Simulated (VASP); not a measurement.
# Ru (P6_3/mmc) in VASP: vibrations by perturbation theory with PBEsol

Aim: the vibrations by perturbation theory of Ru with PBEsol.

Program: VASP 6.6.1. These are calculated values, not measurements. Logs are shortened: lines on timing, memory, paths and dates and some standing lists are left out, and cuts for length are marked.

### Step 1. The cell of the first run

The structure is hexagonal, space group P6_3/mmc (No. 194). The conventional cell has a = 2.673 Å, b = 2.673 Å, c = 4.226 Å, α = 90.00°, β = 90.00°, γ = 120.00°. Within 3.5 Å of Ru (site symmetry -6m2) lie 12 Ru at 2.62 to 2.67 Å.

### Step 2. Vibrations by perturbation theory, PBEsol (13.07 Å³/atom)

Input file INCAR:

```
SYSTEM = Ru
  PREC = Accurate
  ENCUT = 500
  EDIFF = 1E-8
  ISMEAR = -1
  SIGMA = 0.15
  LREAL = .False.
  LASPH = .True.
  NELM = 120
  ALGO = Normal
  ISIF = 2
  LWAVE = .False.
  LCHARG = .False.
  GGA = PS
  NBANDS = 21
  IBRION = 8
  NSW = 1
  GGA_COMPAT = .False.
  KPAR = 8
```

Input file KPOINTS:

```
regular mesh
0
Gamma
  18 18 10
  0 0 0
```

Input file POSCAR:

```
Ru
1.0
    2.6728495159      0.0000000000      0.0000000000
   -1.3364247580      2.3147555813      0.0000000000
    0.0000000000      0.0000000000      4.2256655105
Ru
2
Direct
    0.3333333333      0.6666666667      0.2500000000
    0.6666666667      0.3333333333      0.7500000000
```

Potentials or basis: VASP PAW PBE potentials, release 64 (Ru_pv).

The run is started by

```console
cat potpaw_PBE.64/Ru_pv/POTCAR > POTCAR
mpirun -np 8 vasp_std > vasp.out
```

OUTCAR:

```text
SYSTEM = Ru
   PREC = Accurate
   ENCUT = 500
   EDIFF = 1E-8
   ISMEAR = -1
   LREAL = .False.
   LASPH = .True.
   NELM = 120
   ISIF = 2
   GGA = PS
   IBRION = 8
   NSW = 1

 ion  position               nearest neighbor table
   1  0.333  0.667  0.250-   2 2.62   2 2.62   2 2.62   2 2.62   2 2.62   2 2.62
   2  0.667  0.333  0.750-   1 2.62   1 2.62   1 2.62   1 2.62   1 2.62   1 2.62

  LATTYP: Found a hexagonal cell.
 ALAT       =     2.6728495159
 C/A-ratio  =     1.5809590047

  Lattice vectors:

 A1 = (   2.6728495159,   0.0000000000,   0.0000000000)
 A2 = (  -1.3364247580,   2.3147555813,   0.0000000000)
 A3 = (   0.0000000000,   0.0000000000,   4.2256655105)

Analysis of symmetry for initial positions (statically):
=====================================================================
 Subroutine PRICEL returns:
 Original cell was already a primitive cell.

 Routine SETGRP: Setting up the symmetry group for a
 hexagonal supercell.

 Subroutine GETGRP returns: Found 24 space group operations
 (whereof 12 operations were pure point group operations)
 out of a pool of 24 trial point group operations.

The static configuration has the point symmetry D_3d.
 The point group associated with its full space group is D_6h.

Analysis of symmetry for dynamics (positions and initial velocities):
=====================================================================
 Subroutine PRICEL returns:
 Original cell was already a primitive cell.

 Routine SETGRP: Setting up the symmetry group for a
 hexagonal supercell.

 Subroutine GETGRP returns: Found 24 space group operations
 (whereof 12 operations were pure point group operations)
 out of a pool of 24 trial point group operations.

The dynamic configuration has the point symmetry D_3d.
 The point group associated with its full space group is D_6h.
[... 740 lines left out ...]
  Total        1.1879095      1.1879095      1.1928034     -0.0000000      0.0000000      0.0000000
  in kB       72.7979538     72.7979538     73.0978625     -0.0000000      0.0000000      0.0000000
  external PRESSURE =      72.8979234 kB  Pullay stress =       0.0000000 kB

 VOLUME and BASIS-vectors are now :
 -----------------------------------------------------------------------------
  energy-cutoff  :      500.00
  volume of cell :       26.14
      direct lattice vectors                 reciprocal lattice vectors
     2.672849516  0.000000000  0.000000000     0.374132548  0.216005527  0.000000000
    -1.336424758  2.314755581  0.000000000     0.000000000  0.432011055  0.000000000
     0.000000000  0.000000000  4.225665510     0.000000000  0.000000000  0.236649114

 POSITION                                       TOTAL-FORCE (eV/Angst)
 -----------------------------------------------------------------------------------
     -0.00000      1.54317      1.05642         0.000000      0.000000      0.000000
      1.33642      0.77159      3.16925         0.000000      0.000000      0.000000
 -----------------------------------------------------------------------------------
    total drift:                                0.000000     -0.000000      0.000000

  FREE ENERGIE OF THE ION-ELECTRON SYSTEM (eV)
  ---------------------------------------------------
  free  energy   TOTEN  =       -20.3890757378 eV

  energy  without entropy=      -20.2723057879  energy(sigma->0) =      -20.33069076

[... ionic steps 2 to 3 ...]

--------------------------------------- Ionic step        4  -------------------------------------------

------------------------ aborting loop because EDIFF is reached ----------------------------------------

[... ionic steps 5 to 5 ...]

--------------------------------------- Ionic step        6  -------------------------------------------

 Free energy of the ion-electron system (eV)
  ---------------------------------------------------
  ---------------------------------------------------
  free energy    TOTEN  =        -0.74361078 eV

  energy without entropy =       -0.74361078

------------------------ aborting loop because EDIFF is reached ----------------------------------------

 INTERNAL STRAIN TENSOR  FOR ION    1  DIRECTION 3   (eV/Angst):
 -----------------------------------------------------------------------------
    -0.06265  0.00000  0.00000
     0.00000 -0.06265  0.00000
     0.00000 -0.00000  0.13250

 INTERNAL STRAIN TENSOR FOR ION    2 for displacements in x,y,z  (eV/Angst):
          X           Y           Z          XY          YZ          ZX
  --------------------------------------------------------------------------------
  x    -0.00000     0.00000     0.00000     3.37462     0.00000     0.00000
  y     3.37462    -3.37462     0.00000     0.00000     0.00000     0.00000
  z     0.00000    -0.00000     0.00000     0.00000    -0.00000     0.00000

 SECOND DERIVATIVES (NOT SYMMETRIZED)
 ------------------------------------
               1X          1Y          1Z          2X          2Y          2Z
  1X    -7.884269    0.000000    0.000000    7.884269   -0.000000    0.000000
  1Y     0.000000   -7.884269    0.000000   -0.000000    7.884269    0.000000
  1Z    -0.000000    0.000000  -14.377342    0.000000    0.000000   14.377342
  2X     7.884269   -0.000000    0.000000   -7.884269    0.000000    0.000000
  2Y    -0.000000    7.884269    0.000000    0.000000   -7.884269    0.000000
  2Z     0.000000    0.000000   14.377342   -0.000000    0.000000  -14.377342

 Eigenvectors and eigenvalues of the dynamical matrix
 ----------------------------------------------------

   1 f  =    8.338614 THz    52.393060 2PiTHz  278.146240 cm-1    34.485723 meV
             X         Y         Z           dx          dy          dz
     -0.000000  1.543170  1.056416     0.000000    0.000000    0.707107
      1.336425  0.771585  3.169249    -0.000000    0.000000   -0.707107
[... 21 lines left out ...]
   6 f  =    0.000000 THz     0.000000 2PiTHz    0.000001 cm-1     0.000000 meV
             X         Y         Z           dx          dy          dz
     -0.000000  1.543170  1.056416     0.000009    0.679339   -0.196211
      1.336425  0.771585  3.169249     0.000009    0.679339   -0.196211

--------------------------------------------------------------------------------------------------------

 ELASTIC MODULI CONTR FROM IONIC RELAXATION (kBar)
 Direction    XX          YY          ZZ          XY          YZ          ZX
 --------------------------------------------------------------------------------
 XX         -88.5166     88.5166      0.0000      0.0000      0.0000     -0.0000
 YY          88.5166    -88.5166     -0.0000      0.0000     -0.0000      0.0000
 ZZ           0.0000      0.0000     -0.0000     -0.0000      0.0000     -0.0000
 XY           0.0000      0.0000     -0.0000    -88.5166      0.0000     -0.0000
 YZ           0.0000     -0.0000      0.0000      0.0000     -0.0000      0.0000
 ZX          -0.0000      0.0000     -0.0000     -0.0000      0.0000     -0.0000
 --------------------------------------------------------------------------------
```

It took 2.5 min on 8 MPI ranks of AMD EPYC 7R13 (Zen 3), shared host; peak memory 0.92 GiB.

Results:

| Quantity | Value |
| --- | --- |
| Highest phonon frequency at Γ | 278 cm⁻¹ |

Phonon frequencies in cm⁻¹ (negative: imaginary):
| q point | frequencies |
| --- | --- |
| (0.000, 0.000, 0.000) | 0 0 0 206 206 278 |

Caveat: the cell stands under pressure or tension, which shifts response properties; the PAW data sets were made with another functional, which shifts forces and pressure a little.
